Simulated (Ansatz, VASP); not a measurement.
**Two plane-wave programs on TaSi2**

Contents of POSCAR:

```
TaSi2
1.0
    4.7800000000      0.0000000000      0.0000000000
   -2.3900000000      4.1396014300      0.0000000000
    0.0000000000      0.0000000000      6.5640000000
Ta Si
3 6
Direct
    0.5000000000      0.0000000000      0.5000000000
    0.5000000000      0.5000000000      0.8333333300
    0.0000000000      0.5000000000      0.1666666700
    0.1666500000      0.3333000000      0.5000000000
    0.8333500000      0.1666500000      0.8333333300
    0.6667000000      0.8333500000      0.1666666700
    0.8333500000      0.6667000000      0.5000000000
    0.1666500000      0.8333500000      0.8333333300
    0.3333000000      0.1666500000      0.1666666700
```

File INCAR.step1:

```
SYSTEM = TaSi2
  PREC = Accurate
  ENCUT = 600
  ISMEAR = -1
  SIGMA = 0.1
  LREAL = .False.
  LASPH = .True.
  NELM = 60
  GGA = PE
  ALGO = Normal
  EDIFF = 1E-4
  LWAVE = .True.
  LCHARG = .False.
```

Contents of INCAR.step2:

```
SYSTEM = TaSi2
  PREC = Accurate
  ENCUT = 600
  EDIFF = 1E-6
  ISMEAR = -1
  SIGMA = 0.1
  LREAL = .False.
  LASPH = .True.
  NELM = 60
  ALGO = Normal
  ISIF = 3
  LWAVE = .False.
  LCHARG = .False.
  METAGGA = R2SCAN
  LMIXTAU = .True.
  IBRION = 2
  NSW = 80
  EDIFFG = -0.01
  ISTART = 1
```

The input KPOINTS:

```
regular mesh
0
Gamma
  8 8 5
  0 0 0
```

Input for Ansatz:

```yaml
crystal:
  lattice:
    - [4.78, 0.0, 0.0]
    - [-2.39, 4.13960143, 0.0]
    - [0.0, 0.0, 6.564]
  atoms:
    - { symbol: Ta, position: [0.5, 0.0, 0.5] }
    - { symbol: Ta, position: [0.5, 0.5, 0.83333333] }
    - { symbol: Ta, position: [0.0, 0.5, 0.16666667] }
    - { symbol: Si, position: [0.16665, 0.3333, 0.5] }
    - { symbol: Si, position: [0.83335, 0.16665, 0.83333333] }
    - { symbol: Si, position: [0.6667, 0.83335, 0.16666667] }
    - { symbol: Si, position: [0.83335, 0.6667, 0.5] }
    - { symbol: Si, position: [0.16665, 0.83335, 0.83333333] }
    - { symbol: Si, position: [0.3333, 0.16665, 0.16666667] }
  symmetry: { tolerance: 0.0003 }
hamiltonian:
  xc: r2scan
  pseudopotentials: { kind: paw, azcp: { folder: soft_1 } }
basis:
  ecutwfc: 500
magnetization:
  spin_polarized: false
scf:
  occupations: { method: fermi_dirac, width: 0.1 }
kpoints:
  mp_grid: { grid: [8, 8, 5], shift: [0, 0, 0] }
output:
  forces: true
  stress: true
  eigenvalues: true
relax:
  max_steps: 60
  cell: {}
```

Alike in both runs: task relaxation of cell and atoms; functional r2SCAN; k mesh 8 × 8 × 5; occupations fermi-dirac, width 0.1 eV; no spin polarisation.

|  | VASP | Ansatz |
| --- | --- | --- |
| version | VASP 6.6.1 | Ansatz 0.2.0 |
| potentials or method | VASP PAW PBE potentials, release 64 (Ta_pv, Si), cutoff 600 eV | PAW plane waves |
| valence electrons in the cell | 57 | 63 |

VASP gave:

```
gap on the k mesh at the Fermi level, each at its own relaxed structure (eV) : none
relaxed volume (Å³/atom)                                                     : 14.43
relaxed length of the cell vector where the two differ most in proportion (Å)              : 4.782
```

What did Ansatz give for the same quantities?

gap on the k mesh at the Fermi level, each at its own relaxed structure (eV): none; relaxed volume (Å³/atom): 14.42; relaxed length of the cell vector where the two differ most in proportion (Å): 4.780.

VASP's potentials were made for PBE, not for r2SCAN. A gap of «none» marks a metal or a gap that the smearing closes. VASP's potentials hold 57 valence electrons a cell and Ansatz's 63, so a difference there can come from the potentials and not from the codes.

Spin-orbit coupling is off throughout.
